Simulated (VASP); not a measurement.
Here is a VASP 6.6.1 calculation.

Contents of INCAR:

```
PREC = Accurate ; ENCUT = 520
EDIFF = 1E-6 ; ISMEAR = -1
SIGMA = 0.05 ; LREAL = F
LASPH = T ; NELM = 80
ALGO = Normal ; ISIF = 2
LWAVE = F ; LCHARG = T
GGA = PS ; IVDW = 12
LELF = T ; LVHAR = T
NBANDS = 16
```

Contents of KPOINTS:

```
Automatic mesh
0
Gamma
  8 8 8
```

The input POSCAR:

```
CdSe
1.0
    0.0000000000      3.0702711986      3.0702711986
    3.0702711986      0.0000000000      3.0702711986
    3.0702711986      3.0702711986      0.0000000000
Cd Se
1 1
Direct
    0.0000000000      0.0000000000      0.0000000000
    0.2500000000      0.2500000000      0.2500000000
```

Potentials or basis: VASP PAW PBE potentials, release 64 (Cd, Se).

Run with:

```bash
$ cat potpaw_PBE.64/Cd/POTCAR potpaw_PBE.64/Se/POTCAR > POTCAR
$ mpirun -np 1 vasp_std > vasp.out
```

Problem. Estimate the pressure.

Solution. -2.7 GPa.

Problem. What does it give for the band gap on the k mesh?

Solution. 0.43 eV.

Caveat: three body term missing; semilocal functionals underestimate gaps, and a narrow one can read as zero; the PAW data sets were made with another functional, which shifts forces and pressure a little.
